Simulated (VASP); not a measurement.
# TaV (Cmmm) in VASP: single point with PBE

Aim: the single point of TaV with PBE.

Everything below comes from runs of VASP 6.6.1. Logs are shortened: lines on timing, memory, paths and dates and some standing lists are left out, and cuts for length are marked.

### Step 1. The cell of the first run

Symmetry: Cmmm, No. 65, orthorhombic system. The conventional cell has a = 3.159 Å, b = 4.537 Å, c = 4.268 Å, α = 90.00°, β = 90.00°, γ = 90.00°. Ta (site symmetry mmm) has 8 V at 2.65 to 3.11 Å and 6 Ta at 2.76 to 3.16 Å within 3.5 Å. V (site symmetry mmm) has 8 Ta at 2.65 to 3.11 Å and 6 V at 2.76 to 3.16 Å within 3.5 Å.

### Step 2. Single point, PBE, collinear spin, ferromagnetic start (15.29 Å³/atom)

Contents of INCAR:

```
PREC = Accurate ; ENCUT = 500
EDIFF = 1E-6 ; ISMEAR = -1
SIGMA = 0.08 ; LREAL = F
LASPH = T ; NELM = 200
ALGO = Normal ; ISIF = 2
LWAVE = F ; LCHARG = F
ISPIN = 2 ; MAGMOM = 0 2
LORBIT = 11 ; LMAXMIX = 4
GGA = PE ; NBANDS = 23
GGA_COMPAT = F
```

Contents of KPOINTS:

```
Automatic mesh
0
Gamma
  12 12 8
```

Contents of POSCAR:

```
TaV
1.0
    1.5794625347     -2.2686526116      0.0000000000
    1.5794625347      2.2686526116      0.0000000000
    0.0000000000      0.0000000000      4.2677643924
Ta V
1 1
Direct
    0.0000000000      0.0000000000      0.0000000000
    0.5000000000      0.5000000000      0.5000000000
```

Potentials or basis: VASP PAW PBE potentials, release 64 (Ta_pv, V_sv).

Started as:

```console
> cat potpaw_PBE.64/Ta_pv/POTCAR potpaw_PBE.64/V_sv/POTCAR > POTCAR
> mpirun -np 1 vasp_std > vasp.out
```

OUTCAR:

```text
PREC = Accurate
   ENCUT = 500
   EDIFF = 1E-6
   ISMEAR = -1
   LREAL = F
   LASPH = T
   NELM = 200
   ISIF = 2
   ISPIN = 2
   LORBIT = 11
   GGA = PE

 ion  position               nearest neighbor table
   1  0.000  0.000  0.000-   2 2.65   2 2.65   2 2.65   2 2.65   2 3.11   2 3.11   2 3.11   2 3.11

   2  0.500  0.500  0.500-   1 2.65   1 2.65   1 2.65   1 2.65   1 3.11   1 3.11   1 3.11   1 3.11

  LATTYP: Found a base centered orthorhombic cell.
 ALAT       =     3.1589250694
 B/A-ratio  =     1.4363446817
 C/A-ratio  =     1.3510179250

  Lattice vectors:

 A1 = (   1.5794625347,  -2.2686526116,   0.0000000000)
 A2 = (   1.5794625347,   2.2686526116,   0.0000000000)
 A3 = (   0.0000000000,   0.0000000000,   4.2677643924)

Analysis of symmetry for initial positions (statically):
=====================================================================
 Subroutine PRICEL returns:
 Original cell was already a primitive cell.

 Routine SETGRP: Setting up the symmetry group for a
 base centered orthorhombic supercell.

 Subroutine GETGRP returns: Found  8 space group operations
 (whereof  8 operations were pure point group operations)
 out of a pool of  8 trial point group operations.

The static configuration has the point symmetry D_2h.

Analysis of symmetry for dynamics (positions and initial velocities):
=====================================================================
 Subroutine PRICEL returns:
 Original cell was already a primitive cell.

 Routine SETGRP: Setting up the symmetry group for a
 base centered orthorhombic supercell.

 Subroutine GETGRP returns: Found  8 space group operations
 (whereof  8 operations were pure point group operations)
 out of a pool of  8 trial point group operations.

The dynamic configuration has the point symmetry D_2h.

Analysis of structural, dynamic, and magnetic symmetry:
=====================================================================
 Subroutine PRICEL returns:
 Original cell was already a primitive cell.

 Routine SETGRP: Setting up the symmetry group for a
 base centered orthorhombic supercell.

 Subroutine GETGRP returns: Found  8 space group operations
 (whereof  8 operations were pure point group operations)
 out of a pool of  8 trial point group operations.

The overall configuration has the point symmetry D_2h.

 Subroutine INISYM returns: Found  8 space group operations
 (whereof  8 operations are pure point group operations),
 and found     1 'primitive' translations
[... 113 lines left out ...]
   IMIX   =      4    mixing-type and parameters
     AMIX     =   0.40;   BMIX     =  1.00
     AMIX_MAG =   1.60;   BMIX_MAG =  1.00
  volume/ion in A,a.u.               =      15.29       103.20
  Fermi-wavevector in a.u.,A,eV,Ry     =   1.509997  2.853480 31.022507  2.280090
  Thomas-Fermi vector in A             =   2.620245
   LORBIT       =     11    0 simple, 1 ext, 2 COOP (PROOUT), +10 PAW based schemes
   GGA     = PE    functional components
   LHFCALC =     F    Hartree Fock is set to
   AEXX    =    0.0000 exact exchange contribution
   IVDW    =     0    specifies the selected vdW correction
   LEPSILON=     F    determine dielectric tensor
   LRPA    =     F    only Hartree local field effects (RPA)
 spin polarized calculation
  energy-cutoff  :      500.00
  volume of cell :       30.58
 maximum number of plane-waves:       790
   NGX = 11   NGY = 11   NGZ = 15

 number of electron      24.0000008 magnetization       0.0009589

 Free energy of the ion-electron system (eV)
  ---------------------------------------------------
  ext. energy  EPLUGINS =         0.00000000
  ---------------------------------------------------
  free energy    TOTEN  =       -20.62445064 eV

  energy without entropy =      -20.55742461  energy(sigma->0) =      -20.59093763

 E-fermi :   7.5887     XC(G=0): -12.8791

 val. band max:        7.5845530992   @ k =  -0.2500   0.0833   0.5000
 cond. band min:       7.5926556582   @ k =  -0.4167   0.1667   0.3750
 fundamental gap:      0.0081025590
 Fermi energy:         7.5887162577

 spin component 1

 k-point     1 :       0.0000    0.0000    0.0000
  band No.  band energies     occupation
      1     -56.0638      1.00000
      2     -29.9911      1.00000
      3     -29.7609      1.00000
      4     -29.6847      1.00000
      5     -25.8262      1.00000
      6     -25.3498      1.00000
[... 613 lines left out ...]
     22      22.5454      0.00000
     23      23.0004      0.00000

 [... further k-points ...]

 spin component 2

 k-point     1 :       0.0000    0.0000    0.0000
  band No.  band energies     occupation
      1     -56.0631      1.00000
      2     -29.9904      1.00000
      3     -29.7602      1.00000
      4     -29.6840      1.00000
      5     -25.8262      1.00000
      6     -25.3498      1.00000
[... 613 lines left out ...]
     22      22.5454      0.00000
     23      23.0007      0.00000

 [... further k-points ...]

------------------------ aborting loop because EDIFF is reached ----------------------------------------

  FORCE on cell =-STRESS in cart. coord.  units (eV):
  Direction    XX          YY          ZZ          XY          YZ          ZX
  --------------------------------------------------------------------------------------
  -------------------------------------------------------------------------------------
  Total        1.9740247      1.8920620      1.8993745      0.0000000      0.0000000      0.0000000
  in kB      103.4082996     99.1147268     99.4977880      0.0000000      0.0000000      0.0000000
  external PRESSURE =     100.6736048 kB  Pullay stress =       0.0000000 kB

 VOLUME and BASIS-vectors are now :
 -----------------------------------------------------------------------------
  energy-cutoff  :      500.00
  volume of cell :       30.58
      direct lattice vectors                 reciprocal lattice vectors
     1.579462535 -2.268652612  0.000000000     0.316563381 -0.220395136  0.000000000
     1.579462535  2.268652612  0.000000000     0.316563381  0.220395136  0.000000000
     0.000000000  0.000000000  4.267764392     0.000000000  0.000000000  0.234314716

 POSITION                                       TOTAL-FORCE (eV/Angst)
 -----------------------------------------------------------------------------------
      0.00000      0.00000      0.00000         0.000000      0.000000      0.000000
      1.57946      0.00000      2.13388        -0.000000     -0.000000      0.000000
 -----------------------------------------------------------------------------------
    total drift:                                0.000000      0.000000      0.000000

  FREE ENERGIE OF THE ION-ELECTRON SYSTEM (eV)
  ---------------------------------------------------
  free  energy   TOTEN  =       -20.6244506393 eV

  energy  without entropy=      -20.5574246115  energy(sigma->0) =      -20.59093763

 total charge

# of ion       s       p       d       tot
------------------------------------------
    1        0.405   6.178   2.523   9.105
    2        2.321   6.217   3.080  11.618
--------------------------------------------------
tot          2.725  12.395   5.603  20.723

 magnetization (x)

# of ion       s       p       d       tot
------------------------------------------
    1       -0.000   0.000  -0.000  -0.000
    2        0.000   0.000   0.001   0.001
--------------------------------------------------
tot          0.000   0.000   0.001   0.001
```

OSZICAR:

```text
N       E                     dE             d eps       ncg     rms          rms(c)
DAV:   1     0.245623984868E+03    0.24562E+03   -0.13433E+04 19828   0.111E+03
DAV:   2    -0.156170733857E+02   -0.26124E+03   -0.25353E+03 21509   0.367E+02
DAV:   3    -0.224914492094E+02   -0.68744E+01   -0.68288E+01 23112   0.655E+01
DAV:   4    -0.225311891243E+02   -0.39740E-01   -0.39731E-01 21886   0.541E+00
DAV:   5    -0.225315835894E+02   -0.39447E-03   -0.39442E-03 23634   0.522E-01    0.252E+01
DAV:   6    -0.248972997446E+02   -0.23657E+01   -0.48185E+01 22405   0.400E+01    0.186E+01
DAV:   7    -0.212407407168E+02    0.36566E+01   -0.56444E+01 23113   0.299E+01    0.109E+01
DAV:   8    -0.206136595306E+02    0.62708E+00   -0.26548E+00 22482   0.940E+00    0.340E+00
DAV:   9    -0.206249375796E+02   -0.11278E-01   -0.10084E-01 23028   0.220E+00    0.124E+00
DAV:  10    -0.206242290168E+02    0.70856E-03   -0.50831E-03 22288   0.430E-01    0.448E-01
DAV:  11    -0.206240239643E+02    0.20505E-03   -0.57352E-03 22570   0.457E-01    0.159E-01
DAV:  12    -0.206242423675E+02   -0.21840E-03   -0.11774E-03 22650   0.166E-01    0.713E-02
DAV:  13    -0.206243399880E+02   -0.97621E-04   -0.19976E-04 22902   0.556E-02    0.514E-02
DAV:  14    -0.206243955452E+02   -0.55557E-04   -0.14163E-04 22661   0.360E-02    0.351E-02
DAV:  15    -0.206244177390E+02   -0.22194E-04   -0.44288E-05 22974   0.208E-02    0.254E-02
DAV:  16    -0.206244453776E+02   -0.27639E-04   -0.19336E-04 22766   0.405E-02    0.106E-02
DAV:  17    -0.206244500474E+02   -0.46698E-05   -0.35816E-05 23049   0.180E-02    0.503E-03
DAV:  18    -0.206244506393E+02   -0.59191E-06   -0.37368E-06 13905   0.630E-03
   1 F= -.20624451E+02 E0= -.20590938E+02  d E =-.670260E-01  mag=    -0.0002
```

stdout:

```text
POSCAR found type information on POSCAR TaV
 POSCAR found :  2 types and       2 ions
 scaLAPACK will be used
 LDA part: xc-table for (Slater+PW92), standard interpolation
 POSCAR, INCAR and KPOINTS ok, starting setup
 FFT: planning ... GRIDC
 FFT: planning ... GRID_SOFT
 FFT: planning ... GRID
 WAVECAR not read
 entering main loop
```

Run time: 8.3 min. Hardware: 1 thread of Intel Xeon 8259CL, shared host; peak memory 0.29 GiB.

Results:

```
Free energy                                           : -20.6245 eV
Pressure                                              : 10.1 GPa
Band gap on the k mesh                                : zero (filled and empty bands overlap)
Net moment                                            : 0.00 μB per cell
Valence electrons inside the program's atomic spheres : Ta 9.11; V 11.62
```

Caveat: the cell stands under pressure; spin-orbit coupling is left out, which moves the levels of the heavy elements.
